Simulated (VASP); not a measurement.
# Br (P3_121) in VASP: single point with PBEsol

Aim: the single point of Br with PBEsol.

All numbers are computed with VASP 6.6.1; they aren't measurements. Logs are shortened: lines on timing, memory, paths and dates and some standing lists are left out, and cuts for length are marked.

### 1 The cell of the first run

Symmetry: P3_121, No. 152, trigonal system. The conventional cell has a = 4.042 Å, b = 4.042 Å, c = 5.118 Å, α = 90.00°, β = 90.00°, γ = 120.00°. Within 3.2 Å of Br (site symmetry 2) lie 6 Br at 2.44 to 3.18 Å.

### 2 Single point, PBEsol

File INCAR:

```
SYSTEM = Br
ALGO = Normal
EDIFF = 1E-6
ENCUT = 520
GGA = PS
ISIF = 2
ISMEAR = 0
LASPH = .True.
LCHARG = .True.
LELF = .True.
LREAL = .False.
LVHAR = .True.
LWAVE = .False.
NBANDS = 18
NELM = 100
PREC = Accurate
SIGMA = 0.1
```

File KPOINTS:

```
k-points
0
Gamma
  6 6 4
  0 0 0
```

File POSCAR:

```
Br
1.0
    4.0415174344      0.0000000000      0.0000000000
   -2.0207587172      3.5000567680      0.0000000000
    0.0000000000      0.0000000000      5.1178957060
Br
3
Direct
    0.2486416236      0.0000000000      0.3333333333
    0.0000000000      0.2486416236      0.6666666667
    0.7513583764      0.7513583764      0.0000000000
```

Potentials or basis: VASP PAW PBE potentials, release 64 (Br).

On the command line:

```
cat potpaw_PBE.64/Br/POTCAR > POTCAR
mpirun -np 1 vasp_std > vasp.out
```

OUTCAR:

```text
SYSTEM = Br
   EDIFF = 1E-6
   ENCUT = 520
   GGA = PS
   ISIF = 2
   ISMEAR = 0
   LASPH = .True.
   LREAL = .False.
   NELM = 100
   PREC = Accurate

 ion  position               nearest neighbor table
   1  0.249  0.000  0.333-   3 2.44   2 2.44
   2  0.000  0.249  0.667-   3 2.44   1 2.44
   3  0.751  0.751  0.000-   2 2.44   1 2.44

  LATTYP: Found a hexagonal cell.
 ALAT       =     4.0415174344
 C/A-ratio  =     1.2663302309

  Lattice vectors:

 A1 = (   4.0415174344,   0.0000000000,   0.0000000000)
 A2 = (  -2.0207587172,   3.5000567680,   0.0000000000)
 A3 = (   0.0000000000,   0.0000000000,   5.1178957060)

Analysis of symmetry for initial positions (statically):
=====================================================================
 Subroutine PRICEL returns:
 Original cell was already a primitive cell.

 Routine SETGRP: Setting up the symmetry group for a
 hexagonal supercell.

 Subroutine GETGRP returns: Found  6 space group operations
 (whereof  2 operations were pure point group operations)
 out of a pool of 24 trial point group operations.

The static configuration has the point symmetry C_2 .
 The point group associated with its full space group is D_3 .

Analysis of symmetry for dynamics (positions and initial velocities):
=====================================================================
 Subroutine PRICEL returns:
 Original cell was already a primitive cell.

 Routine SETGRP: Setting up the symmetry group for a
 hexagonal supercell.

 Subroutine GETGRP returns: Found  6 space group operations
 (whereof  2 operations were pure point group operations)
 out of a pool of 24 trial point group operations.

The dynamic configuration has the point symmetry C_2 .
 The point group associated with its full space group is D_3 .

 Subroutine INISYM returns: Found  6 space group operations
 (whereof  2 operations are pure point group operations),
 and found     1 'primitive' translations

----------------------------------------------------------------------------------------

                                     Primitive cell

  volume of cell :      72.3954

  direct lattice vectors                    reciprocal lattice vectors
     4.041517434  0.000000000  0.000000000     0.247431816  0.142854826  0.000000000
    -2.020758717  3.500056768  0.000000000     0.000000000  0.285709652  0.000000000
     0.000000000  0.000000000  5.117895706     0.000000000  0.000000000  0.195392805

  length of vectors
     4.041517434  4.041517434  5.117895706     0.285709652  0.285709652  0.195392805

  position of ions in fractional coordinates (direct lattice)
     0.248641624  0.000000000  0.333333333
     1.000000000  0.248641624  0.666666667
     0.751358376  0.751358376  0.000000000

  ion indices of the primitive-cell ions
   primitive index   ion index
                 1           1
                 2           2
                 3           3

----------------------------------------------------------------------------------------

 KPOINTS: k-points

Automatic generation of k-mesh.
 Grid dimensions read from file:
 generate k-points for:    6    6    4

 Generating k-lattice:

  Cartesian coordinates                     Fractional coordinates (reciprocal lattice)
     0.041238636  0.023809138  0.000000000     0.166666667 -0.000000000  0.000000000
     0.000000000  0.047618275  0.000000000     0.000000000  0.166666667  0.000000000
     0.000000000  0.000000000  0.048848201     0.000000000  0.000000000  0.250000000

  Length of vectors
     0.047618275  0.047618275  0.048848201

  Shift w.r.t. Gamma in fractional coordinates (k-lattice)
     0.000000000  0.000000000  0.000000000

 Subroutine IBZKPT returns following result:
 ===========================================

 Found     24 irreducible k-points:

 Following reciprocal coordinates:
            Coordinates               Weight
  0.000000  0.000000  0.000000      1.000000
  0.166667  0.000000  0.000000      6.000000
  0.333333  0.000000  0.000000      6.000000
  0.500000  0.000000  0.000000      3.000000
  0.166667  0.166667  0.000000      6.000000
  0.333333  0.166667  0.000000     12.000000
[... 16 lines left out ...]
  0.333333  0.166667  0.500000     12.000000
  0.333333  0.333333  0.500000      2.000000
   k-points           NKPTS =     24   k-points in BZ     NKDIM =     24   number of bands    NBANDS=     18
   number of dos      NEDOS =    301   number of ions     NIONS =      3
   total plane-waves  NPLWV =  36000
   dimension x,y,z NGX =    30 NGY =   30 NGZ =   40
   dimension x,y,z NGXF=    60 NGYF=   60 NGZF=   80
   ions per type =               3
   NGX,Y,Z   is equivalent  to a cutoff of  12.34, 12.34, 12.99 a.u.
   NGXF,Y,Z  is equivalent  to a cutoff of  24.68, 24.68, 25.99 a.u.
 SYSTEM =  Br
   PREC   = accura    normal or accurate (medium, high low for compatibility)
   ISTART =      0    job   : 0-new  1-cont  2-samecut
   ICHARG =      2    charge: 1-file 2-atom 10-const
   ISPIN  =      1    spin polarized calculation?
   LNONCOLLINEAR =      F non collinear calculations
   LSORBIT =      F    spin-orbit coupling
   LASPH  =      T    aspherical Exc in radial PAW
   ENCUT  =  520.0 eV  38.22 Ry    6.18 a.u.   7.51  7.51  9.52*2*pi/ulx,y,z
   NELM   =    100;   NELMIN=  2; NELMDL= -5     # of ELM steps
   EDIFF  = 0.1E-05   stopping-criterion for ELM
   LREAL  =      F    real-space projection
   EDIFFG = 0.1E-04   stopping-criterion for IOM
   NSW    =      0    number of steps for IOM
   IBRION =     -1    ionic relax: 0-MD 1-quasi-New 2-CG
   NFREE  =      0    steps in history (QN), initial steepest desc. (CG)
   ISIF   =      2    stress and relaxation
   ISYM   =      2    0-nonsym 1-usesym 2-fastsym
   POTIM  = 0.5000    time-step for ionic-motion
   TEBEG  =    0.0;   TEEND  =   0.0 temperature during run
   PSTRESS=    0.0 pullay stress
   NELECT =      21.0000    total number of electrons
   NUPDOWN=      -1.0000    fix difference up-down
   EMIN   =  10.00;   EMAX   =-10.00  energy-range for DOS
   EFERMI =   0.00;   METHOD = LEGACY
   ISMEAR =     0;   SIGMA  =   0.10  broadening in eV -4-tet -1-fermi 0-gaus
   EFERMI_NEDOS =   21; number of points for ismear=-14 and -15
   IALGO  =     38    algorithm
   IMIX   =      4    mixing-type and parameters
     AMIX     =   0.40;   BMIX     =  1.00
     AMIX_MAG =   1.60;   BMIX_MAG =  1.00
  volume/ion in A,a.u.               =      24.13       162.85
  Fermi-wavevector in a.u.,A,eV,Ry     =   1.083705  2.047905 15.978897  1.174416
  Thomas-Fermi vector in A             =   2.219777
   LORBIT       =      0    0 simple, 1 ext, 2 COOP (PROOUT), +10 PAW based schemes
   GGA     = PS    functional components
   LHFCALC =     F    Hartree Fock is set to
   AEXX    =    0.0000 exact exchange contribution
   IVDW    =     0    specifies the selected vdW correction
   LEPSILON=     F    determine dielectric tensor
   LRPA    =     F    only Hartree local field effects (RPA)
 non-spin polarized calculation
 Gauss-broadening in eV      SIGMA  =   0.10
  energy-cutoff  :      520.00
  volume of cell :       72.40
 maximum number of plane-waves:      1976
   NGX = 15   NGY = 15   NGZ = 19

 number of electron      20.9999998 magnetization

 Free energy of the ion-electron system (eV)
  ---------------------------------------------------
  ext. energy  EPLUGINS =         0.00000000
  ---------------------------------------------------
  free energy    TOTEN  =        -2.87043937 eV

  energy without entropy =       -2.85320793  energy(sigma->0) =       -2.86182365

 E-fermi :   3.9921     XC(G=0):  -9.6732

 val. band max:        3.9793663672   @ k =   0.1667   0.0000   0.0000
 cond. band min:       4.0392507178   @ k =   0.3333   0.3333   0.5000
 fundamental gap:      0.0598843507
 Fermi energy:         3.9920916143

 k-point     1 :       0.0000    0.0000    0.0000
  band No.  band energies     occupation
      1     -14.5030      2.00000
      2     -11.0737      2.00000
      3     -11.0737      2.00000
      4      -1.4891      2.00000
      5      -1.4891      2.00000
      6      -1.2398      2.00000
[... 10 lines left out ...]
     17      11.8667      0.00000
     18      11.9460      0.00000

 k-point     2 :       0.1667    0.0000    0.0000
  band No.  band energies     occupation
      1     -14.3519      2.00000
      2     -11.1638      2.00000
      3     -11.0612      2.00000
      4      -2.2211      2.00000
      5      -1.8985      2.00000
      6      -1.2936      2.00000
[... 10 lines left out ...]
     17      11.8945      0.00000
     18      12.6382      0.00000

 k-point     3 :       0.3333    0.0000    0.0000
  band No.  band energies     occupation
      1     -13.9867      2.00000
      2     -11.4364      2.00000
      3     -11.0328      2.00000
      4      -2.8219      2.00000
      5      -2.3936      2.00000
      6      -1.5184      2.00000
[... 10 lines left out ...]
     17      12.9664      0.00000
     18      14.8353      0.00000

 k-point     4 :       0.5000    0.0000    0.0000
  band No.  band energies     occupation
      1     -13.7503      2.00000
      2     -11.6419      2.00000
      3     -11.0169      2.00000
      4      -2.9007      2.00000
      5      -2.5862      2.00000
      6      -1.3828      2.00000
[... 375 lines left out ...]
      4      -2.9480      2.00000
      5      -1.9433      2.00000
      6      -1.7988      2.00000
[... 10 lines left out ...]
     17      12.6594      0.00000
     18      14.1749      0.00000

 k-point    23 :       0.3333    0.1667    0.5000
  band No.  band energies     occupation
      1     -13.0773      2.00000
      2     -12.9048      2.00000
      3     -10.4126      2.00000
      4      -3.4622      2.00000
      5      -2.4701      2.00000
      6      -2.3188      2.00000
[... 10 lines left out ...]
     17      13.8249      0.00000
     18      14.6688      0.00000

 k-point    24 :       0.3333    0.3333    0.5000
  band No.  band energies     occupation
      1     -12.9107      2.00000
      2     -12.9107      2.00000
      3     -10.5454      2.00000
      4      -3.3757      2.00000
      5      -2.8518      2.00000
      6      -2.8518      2.00000
[... 10 lines left out ...]
     17      13.5327      0.00000
     18      13.5327      0.00000

------------------------ aborting loop because EDIFF is reached ----------------------------------------

  FORCE on cell =-STRESS in cart. coord.  units (eV):
  Direction    XX          YY          ZZ          XY          YZ          ZX
  --------------------------------------------------------------------------------------
  -------------------------------------------------------------------------------------
  Total        5.7377176      5.7377176     12.1705027      0.0000000      0.0000000      0.0000000
  in kB      126.9810089    126.9810089    269.3445063      0.0000000      0.0000000      0.0000000
  external PRESSURE =     174.4355081 kB  Pullay stress =       0.0000000 kB

 VOLUME and BASIS-vectors are now :
 -----------------------------------------------------------------------------
  energy-cutoff  :      520.00
  volume of cell :       72.40
      direct lattice vectors                 reciprocal lattice vectors
     4.041517434  0.000000000  0.000000000     0.247431816  0.142854826  0.000000000
    -2.020758717  3.500056768  0.000000000     0.000000000  0.285709652  0.000000000
     0.000000000  0.000000000  5.117895706     0.000000000  0.000000000  0.195392805

 POSITION                                       TOTAL-FORCE (eV/Angst)
 -----------------------------------------------------------------------------------
      1.00489      0.00000      1.70597         2.613960     -0.000000     -0.000000
     -0.50244      0.87026      3.41193        -1.306980      2.263756      0.000000
      1.51831      2.62980      0.00000        -1.306980     -2.263756      0.000000
 -----------------------------------------------------------------------------------
    total drift:                                0.000000      0.000000     -0.000000

  FREE ENERGIE OF THE ION-ELECTRON SYSTEM (eV)
  ---------------------------------------------------
  free  energy   TOTEN  =        -2.8704393740 eV

  energy  without entropy=       -2.8532079269  energy(sigma->0) =       -2.86182365
```

Run time: 12 s. Hardware: 1 thread of Intel Xeon 6975P-C (Granite Rapids), shared host; peak memory 0.18 GiB.

What came out:

- Free energy: -2.8704 eV
- Pressure: 17.4 GPa
- Largest force: 2.614 eV/Å

Forces on the atoms (eV/Å):
```
Br   2.614  0.000  0.000
Br  -1.307  2.264  0.000
Br  -1.307 -2.264  0.000
```

Stress tensor (GPa, compression positive):
```
12.70  0.00  0.00
 0.00 12.70  0.00
 0.00  0.00 26.93
```

Caveat: the PAW data sets were made with another functional, which shifts forces and pressure a little; an odd number of electrons without spin polarisation forces a metal; a magnetic or distorted state may lie lower.
